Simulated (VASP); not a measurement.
A run of VASP 6.6.1:

File INCAR:

```
ALGO = Normal ; EDIFF = 1E-7
ENCUT = 520 ; ISIF = 2
ISMEAR = -1 ; LASPH = True
LCHARG = False ; LREAL = False
LWAVE = False ; NBANDS = 28
NELM = 100 ; PREC = Accurate
SIGMA = 0.15
```

The input KPOINTS:

```
k-points
0
Gamma
  12 12 12
```

POSCAR

```
SnGe2
1.0
    0.0000000000      3.1489986282      3.1489986282
    3.1489986282      0.0000000000      3.1489986282
    3.1489986282      3.1489986282      0.0000000000
Sn Ge
1 2
Direct
    0.0000000000      0.0000000000      0.0000000000
    0.7500000000      0.7500000000      0.7500000000
    0.2500000000      0.2500000000      0.2500000000
```

Potentials or basis: VASP PAW LDA potentials, release 64 (Sn_d, Ge_d).

Launch:

```console
$ cat potpaw_LDA.64/Sn_d/POTCAR potpaw_LDA.64/Ge_d/POTCAR > POTCAR
$ mpirun -np 1 vasp_std > vasp.out
```

Hardware: 1 thread of Intel(R) Xeon(R) 6975P-C (Granite Rapids), on a shared host.

Question: Estimate the wall time of this run.

Answer: It took 45 s on 1 thread of Intel(R) Xeon(R) 6975P-C (Granite Rapids) (shared host), peak memory 0.25 GiB. Counts: scf iterations 12, k points 72.
